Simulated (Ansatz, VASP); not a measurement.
# InAs in VASP and in Ansatz

Contents of POSCAR:

```
InAs
1.0
    0.1258820500      2.8773040000      2.8773040000
    3.0031860500      0.0000000000      3.0031860500
    2.8773040000      2.8773040000      0.1258820500
In As
1 1
Direct
    0.5000000000      0.5000000000      0.5000000000
    0.0000000000      0.0000000000      0.0000000000
```

File INCAR.step1:

```
SYSTEM = InAs
PREC = Accurate
ENCUT = 520
ISMEAR = 0
SIGMA = 0.15
LREAL = .False.
LASPH = .True.
NELM = 60
NBANDS = 16
GGA = PE
ALGO = Normal
EDIFF = 1E-4
LWAVE = .True.
LCHARG = .False.
```

The input INCAR.step2:

```
SYSTEM = InAs
PREC = Accurate
ENCUT = 520
EDIFF = 1E-7
ISMEAR = 0
SIGMA = 0.15
LREAL = .False.
LASPH = .True.
NELM = 60
ALGO = Normal
ISIF = 2
LWAVE = .False.
LCHARG = .False.
METAGGA = R2SCAN
LMIXTAU = .True.
NBANDS = 16
ISTART = 1
```

The input KPOINTS:

```
Automatic mesh
0
Gamma
  14 14 14
  0 0 0
```

Input for Ansatz:

```yaml
crystal:
  lattice:
    - [0.12588205, 2.877304, 2.877304]
    - [3.00318605, 0.0, 3.00318605]
    - [2.877304, 2.877304, 0.12588205]
  atoms:
    - { symbol: In, position: [0.5, 0.5, 0.5] }
    - { symbol: As, position: [0.0, 0.0, 0.0] }
basis:
  ecutwfc: 500
kpoints:
  mp_grid: { grid: [14, 14, 14] }
hamiltonian:
  xc: r2scan
scf:
  occupations: { method: gaussian, width: 0.15 }
output:
  forces: true
  stress: true
  eigenvalues: true
```

Change from the starting cell: strain +0.0875 x Voigt [0, 0, 0, 0, 1, 0], atoms carried along.

Alike in both runs: task single point; functional r2SCAN; k mesh 14 × 14 × 14; occupations gaussian, width 0.15 eV; no spin polarisation.

|  | VASP | Ansatz |
| --- | --- | --- |
| version | VASP 6.6.1 | Ansatz 0.2.0 |
| potentials or method | VASP PAW PBE potentials, release 64 (In_d, As), cutoff 520 eV | scalar-relativistic, plane waves, PAW |
| valence electrons in the cell | 18 | 28 |

```csv
,VASP,Ansatz,Ansatz less VASP
gap on the k mesh at the Fermi level (eV),none,none,-
pressure (GPa),-2.2,-2.2,-0.06
"traceless stress, the component that is largest in VASP (GPa)",-1.79,-1.80,-0.005
```

VASP's potentials were made for PBE, not for r2SCAN. A gap of «none» marks a metal or a gap that the smearing closes. The functional is the same, so the differences come from potentials, cutoffs and numerics. VASP's potentials hold 18 valence electrons a cell and Ansatz's 28, so a difference there can come from the potentials and not from the codes.
